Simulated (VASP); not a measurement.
# BN (P4_2/mnm) in VASP: further runs, part 2 of 2

VASP 6.6.1. Earlier steps stand in the parts before.

### Step 3. Single point, PBE

This run uses another cell than the first one, of the same volume but with other edges.

File INCAR:

```
SYSTEM = BN
PREC = Accurate
ENCUT = 520
EDIFF = 1E-6
ISMEAR = 0
SIGMA = 0.05
LREAL = .False.
LASPH = .True.
NELM = 60
ALGO = Normal
ISIF = 2
LWAVE = .False.
LCHARG = .False.
GGA = PE
NBANDS = 26
```

File KPOINTS:

```
Automatic mesh
0
Gamma
  6 6 10
  0 0 0
```

File POSCAR:

```
BN
1.0
    4.5554000000      0.0000000000      0.0000000000
    0.0000000000      4.5554000000      0.0000000000
    0.0000000000      0.0000000000      2.7021000000
B N
4 4
Direct
    0.1742811368      0.8257188632      0.5000000000
    0.3257188632      0.3257188632      0.0000000000
    0.6742811368      0.6742811368      0.0000000000
    0.8257188632      0.1742811368      0.5000000000
    0.8126115048      0.8126115048      0.5000000000
    0.3126115048      0.6873884952      0.0000000000
    0.6873884952      0.3126115048      0.0000000000
    0.1873884952      0.1873884952      0.5000000000
```

Potentials or basis: VASP PAW PBE potentials, release 64 (B, N).

Run with:

```
cat potpaw_PBE.64/B/POTCAR potpaw_PBE.64/N/POTCAR > POTCAR
mpirun -np 1 vasp_std > vasp.out
```

Wall time 87 s (1 thread of Intel Xeon 8259CL, shared host); peak memory 0.2 GiB.

Results (log left out):

```yaml
Free_energy: -68.2121 eV
Pressure: -33.5 GPa
Largest_force: 0.120 eV/Å
Band_gap_on_the_k_mesh: 4.82 eV (least direct gap 5.74 eV)
```

Forces on the atoms (eV/Å):
```
B   -0.026  0.026  0.000
B    0.026  0.026  0.000
B   -0.026 -0.026  0.000
B    0.026 -0.026  0.000
N    0.085  0.085  0.000
N    0.085 -0.085  0.000
N   -0.085  0.085  0.000
N   -0.085 -0.085  0.000
```

Stress tensor (GPa, compression positive):
```
-26.15   0.00   0.00
  0.00 -26.15   0.00
  0.00   0.00 -48.26
```

Levels at points of the mesh, in eV from the valence-band top:
```tsv
k point	band 13	band 14	band 15	band 16	band 17	band 18	band 19	band 20
(0.00, 0.00, 0.00)	-0.53	-0.34	0.00	0.00	5.79	6.73	7.81	8.06
(0.50, 0.00, 0.00)	-1.47	-1.47	-1.20	-1.20	6.81	6.81	7.74	7.74
(0.50, 0.50, 0.00)	-2.44	-2.44	-2.22	-2.22	7.02	7.02	7.08	7.08
(0.00, 0.00, 0.50)	-3.69	-3.69	-3.08	-3.08	6.36	6.36	9.59	9.59
(0.50, 0.00, 0.50)	-3.25	-3.25	-1.89	-1.89	6.42	6.42	8.43	8.43
(0.50, 0.50, 0.50)	-2.73	-2.73	-2.19	-2.19	5.87	5.87	6.40	6.40
```

Caveat: the cell stands under tension. A k mesh can miss the band edges.

### Step 4. Single point, PBE

This run uses another cell than the first one, of 7.09 Å³/atom.

File INCAR:

```
SYSTEM = BN
  PREC = Accurate
  ENCUT = 520
  EDIFF = 1E-6
  ISMEAR = 0
  SIGMA = 0.05
  LREAL = .FALSE.
  LASPH = .TRUE.
  NELM = 60
  ALGO = Normal
  ISIF = 2
  LWAVE = .FALSE.
  LCHARG = .FALSE.
  GGA = PE
  NBANDS = 26
```

File KPOINTS:

```
Automatic mesh
0
G
  6 6 10
  0 0 0
```

POSCAR: that of step 3 with these lines changed.

```diff
@@ -2,5 +2,5 @@
 1.0
-    4.5554000000      0.0000000000      0.0000000000
-    0.0000000000      4.5554000000      0.0000000000
-    0.0000000000      0.0000000000      2.7021000000
+    4.4559000000      0.0000000000      0.0000000000
+    0.0000000000      4.4559000000      0.0000000000
+    0.0000000000      0.0000000000      2.8551000000
 B N
```

Run with:

```
cat potpaw_PBE.64/B/POTCAR potpaw_PBE.64/N/POTCAR > POTCAR
mpirun -np 1 vasp_std > vasp.out
```

Wall time 93 s (1 thread of Intel Xeon 8259CL, shared host); peak memory 0.21 GiB.

The run converged. Its results:

* Free energy: -67.2852 eV
* Pressure: -34.6 GPa
* Largest force: 0.273 eV/Å
* Band gap on the k mesh: 4.03 eV

Forces in eV/Å, atoms in the order of the input:
```
B   -0.193  0.193  0.000
B    0.193  0.193  0.000
B   -0.193 -0.193  0.000
B    0.193 -0.193  0.000
N   -0.128 -0.128  0.000
N   -0.128  0.128  0.000
N    0.128 -0.128  0.000
N    0.128  0.128  0.000
```

Stress tensor (GPa, compression positive):
```
-13.20   0.00   0.00
  0.00 -13.20   0.00
  0.00   0.00 -77.38
```

Levels at points of the mesh, in eV from the valence-band top:
```tsv
k point	band 14	band 15	band 16	band 17	band 18	band 19
(0.00, 0.00, 0.00)	-0.70	0.00	0.00	4.03	5.70	6.83
(0.50, 0.00, 0.00)	-1.75	-1.37	-1.37	5.27	5.27	6.93
(0.50, 0.50, 0.00)	-2.91	-1.79	-1.79	5.67	5.67	6.33
(0.00, 0.00, 0.50)	-3.53	-3.16	-3.16	6.19	6.19	9.90
(0.50, 0.00, 0.50)	-3.46	-1.58	-1.58	6.55	6.55	8.44
(0.50, 0.50, 0.50)	-2.87	-2.08	-2.08	5.95	5.95	6.65
```

Caveat: the cell stands under tension.

### Step 5. Single point, PBE

This run uses another cell than the first one, of 7.10 Å³/atom.

File INCAR:

```
PREC = Accurate ; ENCUT = 520
EDIFF = 1E-6 ; ISMEAR = 0
SIGMA = 0.05 ; LREAL = False
LASPH = True ; NELM = 80
ALGO = Normal ; ISIF = 2
LWAVE = False ; LCHARG = True
GGA = PE ; LELF = True
LVHAR = True ; NBANDS = 26
```

File KPOINTS:

```
regular mesh
0
Gamma
  6 6 10
```

POSCAR: that of step 4 with these lines changed.

```diff
@@ -2,5 +2,5 @@
 1.0
-    4.4559000000      0.0000000000      0.0000000000
-    0.0000000000      4.4559000000      0.0000000000
-    0.0000000000      0.0000000000      2.8551000000
+    4.5222000000      0.0000000000      0.0000000000
+    0.0000000000      4.5222000000      0.0000000000
+    0.0000000000      0.0000000000      2.7786000000
 B N
```

Run with:

```
cat potpaw_PBE.64/B/POTCAR potpaw_PBE.64/N/POTCAR > POTCAR
mpirun -np 1 vasp_std > vasp.out
```

Wall time 100 s (1 thread of Intel Xeon 8259CL, shared host); peak memory 0.21 GiB.

The run converged. Its results:

| Property | Result |
| --- | --- |
| Free energy | -67.7824 eV |
| Pressure | -36.2 GPa |
| Largest force | 0.167 eV/Å |
| Band gap on the k mesh | 4.78 eV (least direct gap 4.91 eV) |

Forces in eV/Å, atoms in the order of the input:
```
B   -0.118  0.118  0.000
B    0.118  0.118  0.000
B   -0.118 -0.118  0.000
B    0.118 -0.118  0.000
N    0.026  0.026  0.000
N    0.026 -0.026  0.000
N   -0.026  0.026  0.000
N   -0.026 -0.026  0.000
```

Stress tensor (GPa, compression positive):
```
-22.20   0.00   0.00
  0.00 -22.20   0.00
  0.00   0.00 -64.17
```

Levels at points of the mesh, in eV from the valence-band top:
```tsv
k point	band 12	band 13	band 14	band 15	band 16	band 17	band 18	band 19	band 20	band 21
(0.00, 0.00, 0.00)	-2.48	-0.63	-0.57	0.00	0.00	4.91	6.20	7.40	7.57	7.57
(0.50, 0.00, 0.00)	-2.99	-1.62	-1.62	-1.26	-1.26	6.03	6.03	7.35	7.35	8.58
(0.50, 0.50, 0.00)	-3.30	-2.66	-2.66	-2.01	-2.01	6.37	6.37	6.84	6.84	7.35
(0.00, 0.00, 0.50)	-4.61	-3.61	-3.61	-3.11	-3.11	6.28	6.28	9.67	9.67	10.86
(0.50, 0.00, 0.50)	-4.20	-3.33	-3.33	-1.75	-1.75	6.43	6.43	8.40	8.40	8.64
(0.50, 0.50, 0.50)	-2.99	-2.83	-2.83	-2.14	-2.14	5.86	5.86	6.45	6.45	8.20
```

Caveat: the cell stands under tension. A k mesh can miss the band edges.

### Step 6. Single point, PBE

This run uses another cell than the first one, of 7.19 Å³/atom.

INCAR is that of step 5.

KPOINTS is that of step 5.

POSCAR: that of step 5 with these lines changed.

```diff
@@ -2,5 +2,5 @@
 1.0
-    4.5222000000      0.0000000000      0.0000000000
-    0.0000000000      4.5222000000      0.0000000000
-    0.0000000000      0.0000000000      2.7786000000
+    4.4890000000      0.0000000000      0.0000000000
+    0.0000000000      4.4890000000      0.0000000000
+    0.0000000000      0.0000000000      2.8551000000
 B N
```

Potentials or basis: VASP PAW PBE potentials, release 64 (B, N).

Run with:

```
cat potpaw_PBE.64/B/POTCAR potpaw_PBE.64/N/POTCAR > POTCAR
mpirun -np 1 vasp_std > vasp.out
```

OUTCAR:

```text
PREC = Accurate
   ENCUT = 520
   EDIFF = 1E-6
   ISMEAR = 0
   LREAL = False
   LASPH = True
   NELM = 80
   ISIF = 2
   GGA = PE

 ion  position               nearest neighbor table
   1  0.174  0.826  0.500-   5 1.62   8 1.62   6 1.68   6 1.68
   2  0.326  0.326  0.000-   6 1.62   7 1.62   8 1.68   8 1.68
   3  0.674  0.674  0.000-   6 1.62   7 1.62   5 1.68   5 1.68
   4  0.826  0.174  0.500-   5 1.62   8 1.62   7 1.68   7 1.68
[... 914 lines left out ...]
  -------------------------------------------------------------------------------------
  Total       -6.5602849     -6.5602849    -27.6777450      0.0000000      0.0000000      0.0000000
  in kB     -182.6891477   -182.6891477   -770.7628111      0.0000000      0.0000000      0.0000000
  external PRESSURE =    -378.7137021 kB  Pullay stress =       0.0000000 kB

 VOLUME and BASIS-vectors are now :
 -----------------------------------------------------------------------------
  energy-cutoff  :      520.00
  volume of cell :       57.53
      direct lattice vectors                 reciprocal lattice vectors
     4.489000000  0.000000000  0.000000000     0.222766763  0.000000000  0.000000000
     0.000000000  4.489000000  0.000000000     0.000000000  0.222766763  0.000000000
     0.000000000  0.000000000  2.855100000     0.000000000  0.000000000  0.350250429

 POSITION                                       TOTAL-FORCE (eV/Angst)
 -----------------------------------------------------------------------------------
      0.78235      3.70665      1.42755        -0.220459      0.220459     -0.000000
      1.46215      1.46215      0.00000         0.220459      0.220459      0.000000
      3.02685      3.02685      0.00000        -0.220459     -0.220459     -0.000000
      3.70665      0.78235      1.42755         0.220459     -0.220459     -0.000000
      3.64781      3.64781      1.42755        -0.032995     -0.032995     -0.000000
      1.40331      3.08569      0.00000        -0.032995      0.032995     -0.000000
      3.08569      1.40331      0.00000         0.032995     -0.032995     -0.000000
      0.84119      0.84119      1.42755         0.032995      0.032995     -0.000000
 -----------------------------------------------------------------------------------
    total drift:                                0.000000      0.000000      0.000000

  FREE ENERGIE OF THE ION-ELECTRON SYSTEM (eV)
  ---------------------------------------------------
  free  energy   TOTEN  =       -67.2030375979 eV

  energy  without entropy=      -67.2030375979  energy(sigma->0) =      -67.20303760
```

stdout:

```text
POSCAR found type information on POSCAR B N
 POSCAR found :  2 types and       8 ions
 scaLAPACK will be used
 LDA part: xc-table for (Slater+PW92), standard interpolation
 POSCAR, INCAR and KPOINTS ok, starting setup
 FFT: planning ... GRIDC
 FFT: planning ... GRID_SOFT
 FFT: planning ... GRID
 WAVECAR not read
 entering main loop
```

Wall time 1.7 min (1 thread of Intel Xeon 8259CL, shared host); peak memory 0.21 GiB.

Results:

- Free energy: -67.2030 eV
- Pressure: -37.9 GPa
- Largest force: 0.312 eV/Å
- Band gap on the k mesh: 4.13 eV

Forces in eV/Å, atoms in the order of the input:
```
B   -0.220  0.220  0.000
B    0.220  0.220  0.000
B   -0.220 -0.220  0.000
B    0.220 -0.220  0.000
N   -0.033 -0.033  0.000
N   -0.033  0.033  0.000
N    0.033 -0.033  0.000
N    0.033  0.033  0.000
```

Levels at points of the mesh, in eV from the valence-band top:
| k point | band 14 | band 15 | band 16 | band 17 | band 18 | band 19 |
| --- | --- | --- | --- | --- | --- | --- |
| (0.00, 0.00, 0.00) | -0.68 | 0.00 | 0.00 | 4.13 | 5.75 | 6.84 |
| (0.50, 0.00, 0.00) | -1.71 | -1.34 | -1.34 | 5.34 | 5.34 | 6.91 |
| (0.50, 0.50, 0.00) | -2.82 | -1.80 | -1.80 | 5.71 | 5.71 | 6.37 |
| (0.00, 0.00, 0.50) | -3.50 | -3.11 | -3.11 | 6.19 | 6.19 | 9.76 |
| (0.50, 0.00, 0.50) | -3.38 | -1.59 | -1.59 | 6.47 | 6.47 | 8.37 |
| (0.50, 0.50, 0.50) | -2.85 | -2.06 | -2.06 | 5.88 | 5.88 | 6.52 |

Caveat: the cell stands under tension. A k mesh can miss the band edges.

### Step 7. Overview

```csv
cell,gap on the mesh (eV),pressure (GPa),largest force (eV/Å)
"a = 4.489, b = 4.489, c = 2.779 Å, 8 atoms",4.77,-32.9,0.15
"a = 4.555, b = 4.555, c = 2.702 Å, 8 atoms",4.82,-33.5,0.12
"a = 4.456, b = 4.456, c = 2.855 Å, 8 atoms",4.03,-34.6,0.27
"a = 4.522, b = 4.522, c = 2.779 Å, 8 atoms",4.78,-36.2,0.17
"a = 4.489, b = 4.489, c = 2.855 Å, 8 atoms",4.13,-37.9,0.31
```

Alike in all rows: task single point; level PBE; potentials or basis VASP PAW PBE potentials, release 64 (B, N); no spin polarisation; k mesh 6 × 6 × 10; cutoff (eV) 520; smearing gaussian 0.05 eV.

Caveats: the cell stands under tension.

Absolute energies hang on the potentials; compare differences alone.
